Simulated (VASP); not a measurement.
# NaF (Fm-3m) in VASP: notebook

Runs on NaF. Level: PBE. Tasks: electric field gradients.

Everything below comes from runs of VASP 6.6.1. Logs are shortened: lines on timing, memory, paths and dates and some standing lists are left out, and cuts for length are marked.

**1. The cell of the first run**

The structure is cubic, space group Fm-3m (No. 225). The conventional cell has a = 3.369 Å, b = 3.369 Å, c = 3.369 Å, α = 90.00°, β = 90.00°, γ = 90.00°. Na (site symmetry m-3m) has 6 F at 1.68 Å within 2.2 Å. F (site symmetry m-3m) has 6 Na at 1.68 Å within 2.2 Å.

**2. Electric field gradients, PBE (volume scaled by 0.4)**

The input, INCAR:

```
PREC = Accurate ; ENCUT = 520
EDIFF = 1E-8 ; ISMEAR = -1
SIGMA = 0.03 ; LREAL = False
LASPH = True ; NELM = 60
ALGO = Normal ; ISIF = 2
LWAVE = False ; LCHARG = False
GGA = PE ; LEFG = True
NBANDS = 14
```

The input, KPOINTS:

```
Automatic mesh
0
Gamma
  11 11 11
```

The input, POSCAR:

```
NaF
1.0
    0.0000000000      1.6842613441      1.6842613441
    1.6842613441      0.0000000000      1.6842613441
    1.6842613441      1.6842613441      0.0000000000
Na F
1 1
Direct
    0.0000000000      0.0000000000      0.0000000000
    0.5000000000      0.5000000000      0.5000000000
```

Potentials or basis: VASP PAW PBE potentials, release 64 (Na_pv, F).

The run is started by

```
> cat potpaw_PBE.64/Na_pv/POTCAR potpaw_PBE.64/F/POTCAR > POTCAR
> mpirun -np 1 vasp_std > vasp.out
```

OUTCAR:

```text
PREC = Accurate
   ENCUT = 520
   EDIFF = 1E-8
   ISMEAR = -1
   LREAL = False
   LASPH = True
   NELM = 60
   ISIF = 2
   GGA = PE

 ion  position               nearest neighbor table
   1  0.000  0.000  0.000-   2 1.68   2 1.68   2 1.68   2 1.68   2 1.68   2 1.68
   2  0.500  0.500  0.500-   1 1.68   1 1.68   1 1.68   1 1.68   1 1.68   1 1.68

  LATTYP: Found a face centered cubic cell.
 ALAT       =     3.3685226882

  Lattice vectors:

 A1 = (   0.0000000000,   1.6842613441,   1.6842613441)
 A2 = (   1.6842613441,   0.0000000000,   1.6842613441)
 A3 = (   1.6842613441,   1.6842613441,   0.0000000000)

Analysis of symmetry for initial positions (statically):
=====================================================================
 Subroutine PRICEL returns:
 Original cell was already a primitive cell.

 Routine SETGRP: Setting up the symmetry group for a
 face centered cubic supercell.

 Subroutine GETGRP returns: Found 48 space group operations
 (whereof 48 operations were pure point group operations)
 out of a pool of 48 trial point group operations.

The static configuration has the point symmetry O_h .

Analysis of symmetry for dynamics (positions and initial velocities):
=====================================================================
 Subroutine PRICEL returns:
 Original cell was already a primitive cell.

 Routine SETGRP: Setting up the symmetry group for a
 face centered cubic supercell.

 Subroutine GETGRP returns: Found 48 space group operations
 (whereof 48 operations were pure point group operations)
 out of a pool of 48 trial point group operations.

The dynamic configuration has the point symmetry O_h .

 Subroutine INISYM returns: Found 48 space group operations
 (whereof 48 operations are pure point group operations),
 and found     1 'primitive' translations

----------------------------------------------------------------------------------------

                                     Primitive cell

  volume of cell :       9.5556

  direct lattice vectors                    reciprocal lattice vectors
     0.000000000  1.684261344  1.684261344    -0.296866043  0.296866043  0.296866043
     1.684261344  0.000000000  1.684261344     0.296866043 -0.296866043  0.296866043
     1.684261344  1.684261344  0.000000000     0.296866043  0.296866043 -0.296866043

  length of vectors
     2.381905235  2.381905235  2.381905235     0.514187069  0.514187069  0.514187069

  position of ions in fractional coordinates (direct lattice)
     0.000000000  0.000000000  0.000000000
     0.500000000  0.500000000  0.500000000

  ion indices of the primitive-cell ions
   primitive index   ion index
                 1           1
                 2           2

----------------------------------------------------------------------------------------

 KPOINTS: Automatic mesh

Automatic generation of k-mesh.
 Grid dimensions read from file:
 generate k-points for:   11   11   11

 Generating k-lattice:

  Cartesian coordinates                     Fractional coordinates (reciprocal lattice)
    -0.026987822  0.026987822  0.026987822     0.090909091  0.000000000  0.000000000
     0.026987822 -0.026987822  0.026987822     0.000000000  0.090909091  0.000000000
     0.026987822  0.026987822 -0.026987822     0.000000000  0.000000000  0.090909091

  Length of vectors
     0.046744279  0.046744279  0.046744279

  Shift w.r.t. Gamma in fractional coordinates (k-lattice)
     0.000000000  0.000000000  0.000000000

 Subroutine IBZKPT returns following result:
 ===========================================

 Found     56 irreducible k-points:

 Following reciprocal coordinates:
            Coordinates               Weight
  0.000000  0.000000  0.000000      1.000000
  0.090909  0.000000  0.000000      8.000000
  0.181818  0.000000  0.000000      8.000000
  0.272727  0.000000  0.000000      8.000000
  0.363636  0.000000  0.000000      8.000000
  0.454545  0.000000  0.000000      8.000000
[... 16 lines left out ...]
 -0.272727  0.181818  0.000000     24.000000
 -0.181818  0.181818  0.000000     12.000000
 [... further k-points ...]
   k-points           NKPTS =     56   k-points in BZ     NKDIM =     56   number of bands    NBANDS=     14
   number of dos      NEDOS =    301   number of ions     NIONS =      2
   total plane-waves  NPLWV =   5832
   dimension x,y,z NGX =    18 NGY =   18 NGZ =   18
   dimension x,y,z NGXF=    36 NGYF=   36 NGZF=   36
   ions per type =               1   1
   NGX,Y,Z   is equivalent  to a cutoff of  12.56, 12.56, 12.56 a.u.
   NGXF,Y,Z  is equivalent  to a cutoff of  25.13, 25.13, 25.13 a.u.
 SYSTEM =  unknown system
   PREC   = accura    normal or accurate (medium, high low for compatibility)
   ISTART =      0    job   : 0-new  1-cont  2-samecut
   ICHARG =      2    charge: 1-file 2-atom 10-const
   ISPIN  =      1    spin polarized calculation?
   LNONCOLLINEAR =      F non collinear calculations
   LSORBIT =      F    spin-orbit coupling
   LASPH  =      T    aspherical Exc in radial PAW
   ENCUT  =  520.0 eV  38.22 Ry    6.18 a.u.   4.43  4.43  4.43*2*pi/ulx,y,z
   NELM   =     60;   NELMIN=  2; NELMDL= -5     # of ELM steps
   EDIFF  = 0.1E-07   stopping-criterion for ELM
   LREAL  =      F    real-space projection
   EDIFFG = 0.1E-06   stopping-criterion for IOM
   NSW    =      0    number of steps for IOM
   IBRION =     -1    ionic relax: 0-MD 1-quasi-New 2-CG
   NFREE  =      0    steps in history (QN), initial steepest desc. (CG)
   ISIF   =      2    stress and relaxation
   ISYM   =      2    0-nonsym 1-usesym 2-fastsym
   POTIM  = 0.5000    time-step for ionic-motion
   TEBEG  =    0.0;   TEEND  =   0.0 temperature during run
   PSTRESS=    0.0 pullay stress
   NELECT =      14.0000    total number of electrons
   NUPDOWN=      -1.0000    fix difference up-down
   EMIN   =  10.00;   EMAX   =-10.00  energy-range for DOS
   EFERMI =   0.00;   METHOD = LEGACY
   ISMEAR =    -1;   SIGMA  =   0.03  broadening in eV -4-tet -1-fermi 0-gaus
   EFERMI_NEDOS =   21; number of points for ismear=-14 and -15
   IALGO  =     38    algorithm
   IMIX   =      4    mixing-type and parameters
     AMIX     =   0.40;   BMIX     =  1.00
     AMIX_MAG =   1.60;   BMIX_MAG =  1.00
  volume/ion in A,a.u.               =       4.78        32.24
  Fermi-wavevector in a.u.,A,eV,Ry     =   1.859365  3.513691 47.038591  3.457239
  Thomas-Fermi vector in A             =   2.907611
   LORBIT       =      0    0 simple, 1 ext, 2 COOP (PROOUT), +10 PAW based schemes
   GGA     = PE    functional components
[... 5 lines left out ...]
 non-spin polarized calculation
  energy-cutoff  :      520.00
  volume of cell :        9.56
 maximum number of plane-waves:       271
 NGX is ok and might be reduce to    18
   NGX =  9   NGY =  9   NGZ =  9

 number of electron      14.0000018 magnetization

 Free energy of the ion-electron system (eV)
  ---------------------------------------------------
  ext. energy  EPLUGINS =         0.00000000
  ---------------------------------------------------
  free energy    TOTEN  =         0.89222505 eV

  energy without entropy =        0.89222505  energy(sigma->0) =        0.89222505

 E-fermi :   7.3161     XC(G=0): -14.7521

 val. band max:        6.6994621764   @ k =   0.0000   0.0000   0.0000
 cond. band min:      21.3873010197   @ k =   0.4545   0.4545   0.0000
 fundamental gap:     14.6878388432
 Fermi energy:         7.3160871706

 k-point     1 :       0.0000    0.0000    0.0000
  band No.  band energies     occupation
      1     -15.8465      2.00000
      2     -11.1721      2.00000
      3     -11.1721      2.00000
      4     -11.1721      2.00000
      5       6.6995      2.00000
      6       6.6995      2.00000
      7       6.6995      2.00000
      8      22.8572      0.00000
      9      31.9329      0.00000
     10      31.9329      0.00000
     11      31.9329      0.00000
     12      37.5609      0.00000
     13      41.3330      0.00000
     14      41.3330      0.00000

 k-point     2 :       0.0909    0.0000    0.0000
  band No.  band energies     occupation
      1     -16.1420      2.00000
      2     -11.1755      2.00000
      3     -11.1755      2.00000
      4     -10.8366      2.00000
      5       6.2490      2.00000
      6       6.5536      2.00000
      7       6.5536      2.00000
      8      23.3018      0.00000
      9      30.3825      0.00000
     10      32.3557      0.00000
[... 362 lines left out ...]
 k-point    24 :      -0.1818    0.1818    0.0000
  band No.  band energies     occupation
      1     -17.3882      2.00000
      2     -11.8051      2.00000
      3     -11.0942      2.00000
      4      -9.0107      2.00000
      5       3.5111      2.00000
      6       5.4338      2.00000
      7       5.9147      2.00000
      8      26.0353      0.00000
      9      26.8538      0.00000
     10      35.4124      0.00000
     11      36.7783      0.00000
     12      42.3293      0.00000
     13      42.6633      0.00000
     14      46.6421      0.00000

 [... further k-points ...]
[... 5 lines left out ...]
  --------------------------------------------------------------------------------------
  -------------------------------------------------------------------------------------
  Total       28.1604209     28.1604209     28.1604209      0.0000000      0.0000000      0.0000000
  in kB     4721.6227515   4721.6227515   4721.6227515      0.0000000      0.0000000      0.0000000
  external PRESSURE =    4721.6227515 kB  Pullay stress =       0.0000000 kB

 VOLUME and BASIS-vectors are now :
 -----------------------------------------------------------------------------
  energy-cutoff  :      520.00
  volume of cell :        9.56
      direct lattice vectors                 reciprocal lattice vectors
     0.000000000  1.684261344  1.684261344    -0.296866043  0.296866043  0.296866043
     1.684261344  0.000000000  1.684261344     0.296866043 -0.296866043  0.296866043
     1.684261344  1.684261344  0.000000000     0.296866043  0.296866043 -0.296866043

 POSITION                                       TOTAL-FORCE (eV/Angst)
 -----------------------------------------------------------------------------------
      0.00000      0.00000      0.00000        -0.000000     -0.000000     -0.000000
      1.68426      1.68426      1.68426         0.000000      0.000000      0.000000
 -----------------------------------------------------------------------------------
    total drift:                               -0.000000      0.000000     -0.000000

  FREE ENERGIE OF THE ION-ELECTRON SYSTEM (eV)
  ---------------------------------------------------
  free  energy   TOTEN  =         0.8922250467 eV

  energy  without entropy=        0.8922250467  energy(sigma->0) =        0.89222505

 Electric field gradients (V/A^2)
---------------------------------------------------------------------
 ion       V_xx      V_yy      V_zz      V_xy      V_xz      V_yz
---------------------------------------------------------------------
   1      -0.000    -0.000    -0.000    -0.001    -0.001    -0.001
   2      -0.000    -0.000    -0.000     0.003     0.003     0.003
---------------------------------------------------------------------

 Electric field gradients after diagonalization (V/A^2)
 (convention: |V_zz| > |V_xx| > |V_yy|)
----------------------------------------------------------------------
 ion       V_xx      V_yy      V_zz     asymmetry (V_yy - V_xx)/ V_zz
----------------------------------------------------------------------
   1       0.001     0.001    -0.003       0.000
   2      -0.003    -0.003     0.006       0.000
----------------------------------------------------------------------

           NMR quadrupolar parameters

 Cq : quadrupolar parameter    Cq=e*Q*V_zz/h
 eta: asymmetry parameters     (V_yy - V_xx)/ V_zz
 Q  : nuclear electric quadrupole moment in mb (millibarn)
----------------------------------------------------------------------
 ion       Cq(MHz)       eta       Q (mb)
----------------------------------------------------------------------
   1      -0.000       0.000       1.000
   2       0.000       0.000       1.000
----------------------------------------------------------------------
```

It took 14 s on 1 thread of AMD EPYC 7R13 (Zen 3), shared host; peak memory 0.08 GiB.

What came out:

```yaml
Free_energy: 0.8922 eV
Pressure: 472.2 GPa
Band_gap_on_the_k_mesh: 14.69 eV, indirect (least direct gap 15.35 eV)
```

Levels at points of the mesh, in eV from the valence-band top:
| k point | band 5 | band 6 | band 7 | band 8 | band 9 | band 10 |
| --- | --- | --- | --- | --- | --- | --- |
| (0.00, 0.00, 0.00) | 0.00 | 0.00 | 0.00 | 16.16 | 25.23 | 25.23 |

Caveat: without QUAD_EFG the Cq values of the log hold for a quadrupole moment of 1 mb, not for the nuclei. A k mesh can miss the band edges.

(Part 1 of 3 ends here.)
